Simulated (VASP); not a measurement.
Input of a VASP 6.6.1 run:

The input INCAR:

```
PREC = Accurate
ENCUT = 520
EDIFF = 1E-7
ISMEAR = 0
SIGMA = 0.05
LREAL = False
LASPH = True
NELM = 150
ALGO = Normal
ISIF = 2
LWAVE = False
LCHARG = False
ISPIN = 2
MAGMOM = 8.02 -0.02
LORBIT = 11
LMAXMIX = 6
LDAU = True
LDAUTYPE = 2
LDAUL = 3 -1
LDAUU = 6 0
LDAUJ = 0 0
LDAUPRINT = 1
GGA = PE
NBANDS = 27
```

Contents of KPOINTS:

```
regular mesh
0
Gamma
  8 8 8
```

Contents of POSCAR:

```
GdSn
1.0
    3.8246667891     -0.0191233339      0.0000000000
   -0.0191233339      3.8246667891      0.0000000000
    0.0000000000      0.0000000000      3.8246667891
Gd Sn
1 1
Direct
    0.0000000000      0.0000000000      0.0000000000
    0.5000000000      0.5000000000      0.5000000000
```

Potentials or basis: VASP PAW PBE potentials, release 64 (Gd, Sn_d).

The run is started by

```bash
$ cat potpaw_PBE.64/Gd/POTCAR potpaw_PBE.64/Sn_d/POTCAR > POTCAR
$ mpirun -np 1 vasp_std > vasp.out
```

**Question.** Estimate the pressure.

**Answer.** 0.1 GPa.

**Question.** Predict the net moment.

**Answer.** 7.47 μB per cell.

Stress tensor (GPa, compression positive):
```
 0.14 -0.35  0.00
-0.35  0.14  0.00
 0.00  0.00  0.15
```

 The state reached can hang on the start; a lower one may exist.
